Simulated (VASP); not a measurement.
A run of VASP 6.6.1 is set up as follows.

File INCAR:

```
SYSTEM = Y
ALGO = Normal
EDIFF = 1E-6
ENCUT = 520
GGA = PE
ISIF = 2
ISMEAR = -1
LASPH = .True.
LCHARG = .False.
LREAL = .False.
LWAVE = .False.
NBANDS = 18
NELM = 80
PREC = Accurate
SIGMA = 0.05
```

The input KPOINTS:

```
k-points
0
Gamma
  14 14 7
  0 0 0
```

POSCAR

```
Y
1.0
    2.7233639195      0.0000000000      0.0000000000
   -1.3616819598      2.3585023381      0.0000000000
    0.0000000000      0.0000000000      4.6092440286
Y
2
Direct
    0.3333333333      0.6666666667      0.2500000000
    0.6666666667      0.3333333333      0.7500000000
```

Potentials or basis: VASP PAW PBE potentials, release 64 (Y_sv).

The run is started by

```console
$ cat potpaw_PBE.64/Y_sv/POTCAR > POTCAR
$ mpirun -np 1 vasp_std > vasp.out
```

(1) Estimate the pressure.

(2) What does it give for the band gap on the k mesh?

Answers

(1) 100.4 GPa.

(2) zero (bands 11 and 12 overlap by 2.89 eV).

Caveat: the cell stands under pressure.
